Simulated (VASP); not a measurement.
# BeS (F-43m) in VASP: a series of runs

Runs on BeS. Level: PBE. Tasks: single point, relaxation of cell and atoms.

Program: VASP 6.6.1. These are calculated values, not measurements. Logs are shortened: lines on timing, memory, paths and dates and some standing lists are left out, and cuts for length are marked.

## Step 1: The cell of the first run

It takes space group F-43m (No. 216, cubic). Conventional cell: a = 4.827 Å, b = 4.827 Å, c = 4.827 Å, α = 90.00°, β = 90.00°, γ = 90.00°. Within 2.8 Å of Be (site symmetry -43m) lie 4 S at 2.09 Å. Within 2.8 Å of S (site symmetry -43m) lie 4 Be at 2.09 Å.

## Step 2: Single point, PBE (volume scaled by 0.97)

The input, INCAR:

```
SYSTEM = BeS
PREC     = Accurate       ! precision mode
ENCUT    = 520            ! plane-wave cutoff, eV
EDIFF    = 1E-6           ! SCF threshold, eV
ISMEAR   = 0              ! smearing method
SIGMA    = 0.02           ! smearing width, eV
LREAL    = .False.        ! projectors in reciprocal space
LASPH    = .True.         ! aspherical terms in the spheres
NELM     = 80             ! most SCF steps
ALGO     = Normal         ! electronic algorithm
ISIF     = 2              ! what is computed and relaxed
LWAVE    = .False.        ! write WAVECAR
LCHARG   = .True.         ! write CHGCAR
GGA      = PE             ! functional
LELF     = .True.         ! ELF
LVHAR    = .True.       
NBANDS   = 11             ! bands
```

The input, KPOINTS:

```
Automatic mesh
0
Gamma
  8 8 8
  0 0 0
```

The input, POSCAR:

```
BeS
1.0
    0.0000000000      2.4135353937      2.4135353937
    2.4135353937      0.0000000000      2.4135353937
    2.4135353937      2.4135353937      0.0000000000
Be S
1 1
Direct
    0.7500000000      0.7500000000      0.7500000000
    0.0000000000      0.0000000000      0.0000000000
```

Potentials or basis: VASP PAW PBE potentials, release 64 (Be, S).

Run with:

```sh
> cat potpaw_PBE.64/Be/POTCAR potpaw_PBE.64/S/POTCAR > POTCAR
> mpirun -np 1 vasp_std > vasp.out
```

OUTCAR:

```text
SYSTEM = BeS
   PREC = Accurate
   ENCUT = 520
   EDIFF = 1E-6
   ISMEAR = 0
   LREAL = .False.
   LASPH = .True.
   NELM = 80
   ISIF = 2
   GGA = PE

 ion  position               nearest neighbor table
   1  0.750  0.750  0.750-   2 2.09   2 2.09   2 2.09   2 2.09
   2  0.000  0.000  0.000-   1 2.09   1 2.09   1 2.09   1 2.09

  LATTYP: Found a face centered cubic cell.
 ALAT       =     4.8270707874

  Lattice vectors:

 A1 = (   0.0000000000,   2.4135353937,   2.4135353937)
 A2 = (   2.4135353937,   0.0000000000,   2.4135353937)
 A3 = (   2.4135353937,   2.4135353937,   0.0000000000)

Analysis of symmetry for initial positions (statically):
=====================================================================
 Subroutine PRICEL returns:
 Original cell was already a primitive cell.

 Routine SETGRP: Setting up the symmetry group for a
 face centered cubic supercell.

 Subroutine GETGRP returns: Found 24 space group operations
 (whereof 24 operations were pure point group operations)
 out of a pool of 48 trial point group operations.

The static configuration has the point symmetry T_d .

Analysis of symmetry for dynamics (positions and initial velocities):
=====================================================================
 Subroutine PRICEL returns:
 Original cell was already a primitive cell.

 Routine SETGRP: Setting up the symmetry group for a
 face centered cubic supercell.

 Subroutine GETGRP returns: Found 24 space group operations
 (whereof 24 operations were pure point group operations)
 out of a pool of 48 trial point group operations.

The dynamic configuration has the point symmetry T_d .

 Subroutine INISYM returns: Found 24 space group operations
 (whereof 24 operations are pure point group operations),
 and found     1 'primitive' translations

----------------------------------------------------------------------------------------

                                     Primitive cell

  volume of cell :      28.1184

  direct lattice vectors                    reciprocal lattice vectors
     0.000000000  2.413535394  2.413535394    -0.207164975  0.207164975  0.207164975
     2.413535394  0.000000000  2.413535394     0.207164975 -0.207164975  0.207164975
     2.413535394  2.413535394  0.000000000     0.207164975  0.207164975 -0.207164975

  length of vectors
     3.413254487  3.413254487  3.413254487     0.358820263  0.358820263  0.358820263

  position of ions in fractional coordinates (direct lattice)
     0.750000000  0.750000000  0.750000000
     0.000000000  0.000000000  0.000000000

  ion indices of the primitive-cell ions
   primitive index   ion index
                 1           1
                 2           2

----------------------------------------------------------------------------------------

 KPOINTS: Automatic mesh

Automatic generation of k-mesh.
 Grid dimensions read from file:
 generate k-points for:    8    8    8

 Generating k-lattice:

  Cartesian coordinates                     Fractional coordinates (reciprocal lattice)
    -0.025895622  0.025895622  0.025895622     0.125000000  0.000000000  0.000000000
     0.025895622 -0.025895622  0.025895622     0.000000000  0.125000000  0.000000000
     0.025895622  0.025895622 -0.025895622     0.000000000  0.000000000  0.125000000

  Length of vectors
     0.044852533  0.044852533  0.044852533

  Shift w.r.t. Gamma in fractional coordinates (k-lattice)
     0.000000000  0.000000000  0.000000000

 Subroutine IBZKPT returns following result:
 ===========================================

 Found     29 irreducible k-points:

 Following reciprocal coordinates:
            Coordinates               Weight
  0.000000  0.000000  0.000000      1.000000
  0.125000  0.000000  0.000000      8.000000
  0.250000  0.000000  0.000000      8.000000
  0.375000  0.000000  0.000000      8.000000
  0.500000  0.000000  0.000000      4.000000
  0.125000  0.125000  0.000000      6.000000
[... 16 lines left out ...]
  0.500000  0.250000  0.125000     48.000000
 -0.375000  0.250000  0.125000     24.000000
 [... further k-points ...]
   k-points           NKPTS =     29   k-points in BZ     NKDIM =     29   number of bands    NBANDS=     11
   number of dos      NEDOS =    301   number of ions     NIONS =      2
   total plane-waves  NPLWV =  21952
   dimension x,y,z NGX =    28 NGY =   28 NGZ =   28
   dimension x,y,z NGXF=    56 NGYF=   56 NGZF=   56
   ions per type =               1   1
   NGX,Y,Z   is equivalent  to a cutoff of  13.64, 13.64, 13.64 a.u.
   NGXF,Y,Z  is equivalent  to a cutoff of  27.28, 27.28, 27.28 a.u.
 SYSTEM =  BeS
   PREC   = accura    normal or accurate (medium, high low for compatibility)
   ISTART =      0    job   : 0-new  1-cont  2-samecut
   ICHARG =      2    charge: 1-file 2-atom 10-const
   ISPIN  =      1    spin polarized calculation?
   LNONCOLLINEAR =      F non collinear calculations
   LSORBIT =      F    spin-orbit coupling
   LASPH  =      T    aspherical Exc in radial PAW
   ENCUT  =  520.0 eV  38.22 Ry    6.18 a.u.   6.35  6.35  6.35*2*pi/ulx,y,z
   NELM   =     80;   NELMIN=  2; NELMDL= -5     # of ELM steps
   EDIFF  = 0.1E-05   stopping-criterion for ELM
   LREAL  =      F    real-space projection
   EDIFFG = 0.1E-04   stopping-criterion for IOM
   NSW    =      0    number of steps for IOM
   IBRION =     -1    ionic relax: 0-MD 1-quasi-New 2-CG
   NFREE  =      0    steps in history (QN), initial steepest desc. (CG)
   ISIF   =      2    stress and relaxation
   ISYM   =      2    0-nonsym 1-usesym 2-fastsym
   POTIM  = 0.5000    time-step for ionic-motion
   TEBEG  =    0.0;   TEEND  =   0.0 temperature during run
   PSTRESS=    0.0 pullay stress
   NELECT =       8.0000    total number of electrons
   NUPDOWN=      -1.0000    fix difference up-down
   EMIN   =  10.00;   EMAX   =-10.00  energy-range for DOS
   EFERMI =   0.00;   METHOD = LEGACY
   ISMEAR =     0;   SIGMA  =   0.02  broadening in eV -4-tet -1-fermi 0-gaus
   EFERMI_NEDOS =   21; number of points for ismear=-14 and -15
   IALGO  =     38    algorithm
   IMIX   =      4    mixing-type and parameters
     AMIX     =   0.40;   BMIX     =  1.00
     AMIX_MAG =   1.60;   BMIX_MAG =  1.00
  volume/ion in A,a.u.               =      14.06        94.88
  Fermi-wavevector in a.u.,A,eV,Ry     =   1.076733  2.034729 15.773954  1.159353
  Thomas-Fermi vector in A             =   2.212625
   LORBIT       =      0    0 simple, 1 ext, 2 COOP (PROOUT), +10 PAW based schemes
   GGA     = PE    functional components
   LHFCALC =     F    Hartree Fock is set to
   AEXX    =    0.0000 exact exchange contribution
   IVDW    =     0    specifies the selected vdW correction
   LEPSILON=     F    determine dielectric tensor
   LRPA    =     F    only Hartree local field effects (RPA)
 non-spin polarized calculation
 Gauss-broadening in eV      SIGMA  =   0.02
  energy-cutoff  :      520.00
  volume of cell :       28.12
 maximum number of plane-waves:       775
 NGX is ok and might be reduce to    28
   NGX = 13   NGY = 13   NGZ = 13

 number of electron       8.0000000 magnetization

 Free energy of the ion-electron system (eV)
  ---------------------------------------------------
  ext. energy  EPLUGINS =         0.00000000
  ---------------------------------------------------
  free energy    TOTEN  =       -10.00518791 eV

  energy without entropy =      -10.00518791  energy(sigma->0) =      -10.00518791

 E-fermi :   4.4406     XC(G=0):  -9.7897

 val. band max:        4.3232012652   @ k =   0.0000   0.0000   0.0000
 cond. band min:       7.4016381897   @ k =   0.5000   0.5000   0.0000
 fundamental gap:      3.0784369245
 Fermi energy:         4.4406491148

 k-point     1 :       0.0000    0.0000    0.0000
  band No.  band energies     occupation
      1      -9.4661      2.00000
      2       4.3232      2.00000
      3       4.3232      2.00000
      4       4.3232      2.00000
      5       9.9866      0.00000
      6       9.9866      0.00000
      7       9.9866      0.00000
      8      10.3305      0.00000
      9      17.1647      0.00000
     10      17.1647      0.00000
     11      19.3062      0.00000

 k-point     2 :       0.1250    0.0000    0.0000
  band No.  band energies     occupation
      1      -9.2854      2.00000
      2       3.1053      2.00000
      3       4.1193      2.00000
      4       4.1193      2.00000
      5       9.9628      0.00000
      6      10.3497      0.00000
      7      10.3497      0.00000
      8      11.5883      0.00000
      9      16.4691      0.00000
     10      16.4691      0.00000
     11      19.1190      0.00000

 k-point     3 :       0.2500    0.0000    0.0000
  band No.  band energies     occupation
      1      -8.7864      2.00000
      2       0.9707      2.00000
      3       3.7138      2.00000
      4       3.7138      2.00000
      5       9.9229      0.00000
      6      10.9008      0.00000
      7      10.9008      0.00000
      8      13.7066      0.00000
      9      16.2323      0.00000
     10      16.2323      0.00000
     11      18.6629      0.00000

 k-point     4 :       0.3750    0.0000    0.0000
  band No.  band energies     occupation
      1      -8.1498      2.00000
      2      -0.8196      2.00000
      3       3.3880      2.00000
      4       3.3880      2.00000
      5       9.8759      0.00000
      6      10.9612      0.00000
      7      10.9612      0.00000
      8      15.1931      0.00000
      9      17.6107      0.00000
     10      17.6107      0.00000
     11      18.8691      0.00000
[... 239 lines left out ...]
 k-point    22 :       0.3750    0.2500    0.1250
  band No.  band energies     occupation
      1      -8.3781      2.00000
      2       0.7393      2.00000
      3       2.1355      2.00000
      4       3.1814      2.00000
      5       9.8567      0.00000
      6      11.6485      0.00000
      7      11.8715      0.00000
      8      12.9308      0.00000
      9      16.0240      0.00000
     10      18.8285      0.00000
     11      20.3909      0.00000

 k-point    23 :       0.5000    0.2500    0.1250
  band No.  band energies     occupation
      1      -7.8170      2.00000
      2      -0.4466      2.00000
      3       1.5957      2.00000
      4       2.6991      2.00000
      5      10.3301      0.00000
      6      11.1692      0.00000
      7      12.8562      0.00000
      8      13.6612      0.00000
      9      17.0452      0.00000
     10      18.8262      0.00000
     11      20.9266      0.00000

 k-point    24 :      -0.3750    0.2500    0.1250
  band No.  band energies     occupation
      1      -7.5334      2.00000
      2      -1.0155      2.00000
      3       1.5022      2.00000
      4       2.4478      2.00000
      5      10.4154      0.00000
      6      10.9501      0.00000
      7      13.5260      0.00000
      8      14.9092      0.00000
      9      15.8346      0.00000
     10      19.7377      0.00000
     11      20.4223      0.00000

 [... further k-points ...]
[... 5 lines left out ...]
  --------------------------------------------------------------------------------------
  -------------------------------------------------------------------------------------
  Total        0.5264086      0.5264086      0.5264086      0.0000000      0.0000000     -0.0000000
  in kB       29.9945635     29.9945635     29.9945635      0.0000000      0.0000000     -0.0000000
  external PRESSURE =      29.9945635 kB  Pullay stress =       0.0000000 kB

 VOLUME and BASIS-vectors are now :
 -----------------------------------------------------------------------------
  energy-cutoff  :      520.00
  volume of cell :       28.12
      direct lattice vectors                 reciprocal lattice vectors
     0.000000000  2.413535394  2.413535394    -0.207164975  0.207164975  0.207164975
     2.413535394  0.000000000  2.413535394     0.207164975 -0.207164975  0.207164975
     2.413535394  2.413535394  0.000000000     0.207164975  0.207164975 -0.207164975

 POSITION                                       TOTAL-FORCE (eV/Angst)
 -----------------------------------------------------------------------------------
      3.62030      3.62030      3.62030        -0.000000     -0.000000      0.000000
      0.00000      0.00000      0.00000         0.000000      0.000000     -0.000000
 -----------------------------------------------------------------------------------
    total drift:                                0.000000      0.000000      0.000000

  FREE ENERGIE OF THE ION-ELECTRON SYSTEM (eV)
  ---------------------------------------------------
  free  energy   TOTEN  =       -10.0051879055 eV

  energy  without entropy=      -10.0051879055  energy(sigma->0) =      -10.00518791
```

Wall time 11 s (1 thread of Intel Xeon Platinum 8259CL at 2.50GHz (Skylake/Cascade Lake), shared host); peak memory 0.15 GiB.

What came out:

* Free energy: -10.0052 eV
* Pressure: 3.0 GPa
* Band gap on the k mesh: 3.08 eV, indirect (least direct gap 5.66 eV)

 A k mesh can miss the band edges.

## Step 3: Single point, PBE (volume scaled by 1.03)

The input, INCAR:

```
PREC = Accurate
ENCUT = 520
EDIFF = 1E-6
ISMEAR = 0
SIGMA = 0.02
LREAL = False
LASPH = True
NELM = 80
ALGO = Normal
ISIF = 2
LWAVE = False
LCHARG = False
GGA = PE
NBANDS = 11
```

The input, KPOINTS:

```
regular mesh
0
Gamma
  8 8 8
```

The input, POSCAR:

```
BeS
1.0
    0.0000000000      2.4623068247      2.4623068247
    2.4623068247      0.0000000000      2.4623068247
    2.4623068247      2.4623068247      0.0000000000
Be S
1 1
Direct
    0.7500000000      0.7500000000      0.7500000000
    0.0000000000      0.0000000000      0.0000000000
```

Potentials or basis: VASP PAW PBE potentials, release 64 (Be, S).

Run with:

```sh
> cat potpaw_PBE.64/Be/POTCAR potpaw_PBE.64/S/POTCAR > POTCAR
> mpirun -np 1 vasp_std > vasp.out
```

It took 9.6 s on 1 thread of Intel Xeon Platinum 8259CL at 2.50GHz (Skylake/Cascade Lake), shared host; peak memory 0.15 GiB.

It converged, with:

```
Free energy            : -10.0063 eV
Pressure               : -2.6 GPa
Band gap on the k mesh : 3.21 eV, indirect (least direct gap 5.50 eV)
```

Levels at points of the mesh, in eV from the valence-band top:
```tsv
k point	band 1	band 2	band 3	band 4	band 5	band 6	band 7	band 8	band 9
(0.00, 0.00, 0.00)	-13.39	0.00	0.00	0.00	5.50	5.68	5.68	5.68	12.72
(0.50, 0.00, 0.00)	-11.91	-5.50	-0.97	-0.97	5.31	6.57	6.57	10.98	14.73
(0.50, 0.50, 0.00)	-11.41	-4.79	-2.49	-2.49	3.21	4.95	12.41	12.41	14.96
```

 A k mesh can miss the band edges.

## Step 4: Single point, PBE (volume scaled by 1.06)

The input, INCAR:

```
ALGO     = Normal         # electronic algorithm
EDIFF    = 1E-6           # SCF threshold, eV
ENCUT    = 520            # plane-wave cutoff, eV
GGA      = PE             # functional
ISIF     = 2              # what is computed and relaxed
ISMEAR   = 0              # smearing method
LASPH    = T              # aspherical terms in the spheres
LCHARG   = T              # write CHGCAR
LELF     = T              # ELF
LREAL    = F              # projectors in reciprocal space
LVHAR    = T            
LWAVE    = F              # write WAVECAR
NBANDS   = 11             # bands
NELM     = 100            # most SCF steps
PREC     = Accurate       # precision mode
SIGMA    = 0.02           # smearing width, eV
```

The input, KPOINTS:

```
k-points
0
Gamma
  8 8 8
```

The input, POSCAR:

```
BeS
1.0
    0.0000000000      2.4859843043      2.4859843043
    2.4859843043      0.0000000000      2.4859843043
    2.4859843043      2.4859843043      0.0000000000
Be S
1 1
Direct
    0.7500000000      0.7500000000      0.7500000000
    0.0000000000      0.0000000000      0.0000000000
```

Potentials or basis: VASP PAW PBE potentials, release 64 (Be, S).

Run with:

```sh
> cat potpaw_PBE.64/Be/POTCAR potpaw_PBE.64/S/POTCAR > POTCAR
> mpirun -np 1 vasp_std > vasp.out
```

OUTCAR:

```text
EDIFF = 1E-6
   ENCUT = 520
   GGA = PE
   ISIF = 2
   ISMEAR = 0
   LASPH = T
   LREAL = F
   NELM = 100
   PREC = Accurate

 ion  position               nearest neighbor table
   1  0.750  0.750  0.750-   2 2.15   2 2.15   2 2.15   2 2.15
   2  0.000  0.000  0.000-   1 2.15   1 2.15   1 2.15   1 2.15

  LATTYP: Found a face centered cubic cell.
 ALAT       =     4.9719686086

  Lattice vectors:

 A1 = (   0.0000000000,   2.4859843043,   2.4859843043)
 A2 = (   2.4859843043,   0.0000000000,   2.4859843043)
 A3 = (   2.4859843043,   2.4859843043,   0.0000000000)
[... 513 lines left out ...]
      7      12.2278      0.00000
      8      13.5934      0.00000
      9      14.6014      0.00000
     10      18.3016      0.00000
     11      18.8213      0.00000

 [... further k-points ...]
[... 5 lines left out ...]
  --------------------------------------------------------------------------------------
  -------------------------------------------------------------------------------------
  Total       -0.9292872     -0.9292872     -0.9292872     -0.0000000      0.0000000     -0.0000000
  in kB      -48.4546413    -48.4546413    -48.4546413     -0.0000000      0.0000000     -0.0000000
  external PRESSURE =     -48.4546413 kB  Pullay stress =       0.0000000 kB

 VOLUME and BASIS-vectors are now :
 -----------------------------------------------------------------------------
  energy-cutoff  :      520.00
  volume of cell :       30.73
      direct lattice vectors                 reciprocal lattice vectors
     0.000000000  2.485984304  2.485984304    -0.201127577  0.201127577  0.201127577
     2.485984304  0.000000000  2.485984304     0.201127577 -0.201127577  0.201127577
     2.485984304  2.485984304  0.000000000     0.201127577  0.201127577 -0.201127577

 POSITION                                       TOTAL-FORCE (eV/Angst)
 -----------------------------------------------------------------------------------
      3.72898      3.72898      3.72898         0.000000      0.000000     -0.000000
      0.00000      0.00000      0.00000        -0.000000     -0.000000      0.000000
 -----------------------------------------------------------------------------------
    total drift:                                0.000000      0.000000      0.000000

  FREE ENERGIE OF THE ION-ELECTRON SYSTEM (eV)
  ---------------------------------------------------
  free  energy   TOTEN  =        -9.9861838509 eV

  energy  without entropy=       -9.9861838509  energy(sigma->0) =       -9.98618385
```

stdout:

```text
POSCAR found type information on POSCAR BeS
 POSCAR found :  2 types and       2 ions
 scaLAPACK will be used
 LDA part: xc-table for (Slater+PW92), standard interpolation
 POSCAR, INCAR and KPOINTS ok, starting setup
 FFT: planning ... GRIDC
 FFT: planning ... GRID_SOFT
 FFT: planning ... GRID
 WAVECAR not read
 entering main loop
```

Run time: 15 s. Hardware: 1 thread of Intel Xeon Platinum 8259CL at 2.50GHz (Skylake/Cascade Lake), shared host; peak memory 0.15 GiB.

Results:

- Free energy: -9.9862 eV
- Pressure: -4.8 GPa
- Band gap on the k mesh: 3.26 eV, indirect (least direct gap 5.27 eV)

Levels at points of the mesh, in eV from the valence-band top:
```csv
k point,band 1,band 2,band 3,band 4,band 5,band 6,band 7,band 8,band 9
"(0.00, 0.00, 0.00)",-13.21,0.00,0.00,0.00,5.27,5.69,5.69,5.69,12.66
"(0.50, 0.00, 0.00)",-11.80,-5.32,-0.94,-0.94,5.21,6.57,6.57,10.84,14.54
"(0.50, 0.50, 0.00)",-11.33,-4.65,-2.39,-2.39,3.26,4.96,12.18,12.18,14.60
```

 A k mesh can miss the band edges.

[end of part 1 of 2]
